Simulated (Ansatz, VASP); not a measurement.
**CoSi2: VASP beside Ansatz**

INCAR

```
SYSTEM = CoSi2
PREC = Accurate
ENCUT = 520
EDIFF = 1E-7
ISMEAR = 0
SIGMA = 0.15
LREAL = .FALSE.
LASPH = .TRUE.
NELM = 100
ALGO = Normal
ISIF = 2
LWAVE = .FALSE.
LCHARG = .FALSE.
GGA = PS
NBANDS = 16
```

KPOINTS

```
regular mesh
0
G
  16 16 16
  0 0 0
```

Contents of POSCAR:

```
CoSi2
1.0
    0.0000000000      2.6562539720      2.6562539720
    2.6562539720      0.0000000000      2.6562539720
    2.6562539720      2.6562539720      0.0000000000
Co Si
1 2
Direct
    0.0000000000      0.0000000000      0.0000000000
    0.2547058753      0.2452941247      0.2547058753
    0.7547058753      0.7452941247      0.7547058753
```

Input for Ansatz:

```yaml
crystal:
  lattice:
    - [0.0, 2.656253972, 2.656253972]
    - [2.656253972, 0.0, 2.656253972]
    - [2.656253972, 2.656253972, 0.0]
  atoms:
    - { symbol: Co, position: [0.0, 0.0, 0.0] }
    - { symbol: Si, position: [0.2547058753, 0.2452941247, 0.2547058753] }
    - { symbol: Si, position: [0.7547058753, 0.7452941247, 0.7547058753] }
basis:
  ecutwfc: 420
kpoints:
  mp_grid: { grid: [16, 16, 16] }
hamiltonian:
  xc: pbesol
scf:
  occupations: { method: gaussian, width: 0.15 }
output:
  forces: true
  stress: true
  eigenvalues: true
```

Change from the starting cell: all Si atoms moved +0.025 Å, as atom 2 along Cartesian [0 1 0].

Alike in both runs: task single point; functional PBEsol; k mesh 16 × 16 × 16; occupations gaussian, width 0.15 eV; no spin polarisation.

|  | VASP | Ansatz |
| --- | --- | --- |
| version | VASP 6.6.1 | Ansatz 0.2.0 |
| potentials or method | VASP PAW PBE potentials, release 64 (Co, Si), cutoff 520 eV | scalar-relativistic, plane waves, PAW |
| valence electrons in the cell | 17 | 25 |

```csv
,VASP,Ansatz,Ansatz less VASP
gap on the k mesh at the Fermi level (eV),none,none,-
pressure (GPa),0.1,0.0,-0.10
rms of the force components (eV/Å),0.129,0.127,-0.0016
```

VASP's potentials were made for PBE, not for PBEsol. Atom by atom the forces differ by 0.002 eV/Å (rms over components). A gap of «none» marks a metal or a gap that the smearing closes. VASP's potentials hold 17 valence electrons a cell and Ansatz's 25, so a difference there can come from the potentials and not from the codes.
